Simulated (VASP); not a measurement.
## Zn3H2S3: single point with PBEsol

The system is Zn3H2S3, a slab with vacuum.

```xyz
8
Lattice="3.7876 0.0000 0.0000 -1.8938 3.2802 0.0000 0.0000 0.0000 25.9583" Properties=species:S:1:pos:R:3 pbc="T T T"
S     0.0000    0.0000    8.5000
S     0.0000    2.1868   11.5926
S     1.8995    1.0873   14.8631
Zn    0.0000    2.1868    9.2731
Zn    1.8941    1.0930   12.1972
Zn    0.0057   -0.0060   14.4276
H     1.9420    2.9430   18.3025
H     1.9646    2.3669   17.8075
```

```yaml
Program: VASP 6.6.1
Task: single point
Functional: PBEsol
Potentials_or_basis: VASP PAW PBE potentials, release 64 (S, Zn, H)
Cutoff: 520 eV
k_mesh: 9 × 9 × 1
Occupations: gaussian, width 0.05 eV
Spin: no spin polarisation
Dipole_correction: yes
Further_INCAR_settings: ALGO = Normal; EDIFF = 1e-06; NBANDS = 38
```

* Largest force: 1.520 eV/Å
* Band gap on the k mesh: zero (bands 28 and 29 overlap by 0.13 eV)

Forces in eV/Å, atoms in the order of the input:
```
S    0.000 -0.001  0.727
S    0.002 -0.002  0.774
S    0.000 -0.001  0.026
Zn   0.000  0.000 -1.520
Zn  -0.001  0.001  0.009
Zn  -0.001  0.002 -0.017
H    0.001  0.002  0.002
H   -0.001 -0.001  0.000
```

Levels at points of the mesh, in eV from the Fermi level:
```tsv
k point	band 24	band 25	band 26	band 27	band 28	band 29	band 30	band 31	band 32	band 33
(0.00, 0.00, 0.00)	-2.61	-2.61	-1.30	-0.16	0.14	0.14	0.79	2.73	2.99	3.56
```

Run time: 26 min on 1 thread of AMD EPYC 7R13 Processor (Zen 3) (shared host), peak memory 0.65 GiB.

Caveat: the PAW data sets were made with another functional, which shifts forces and pressure a little.
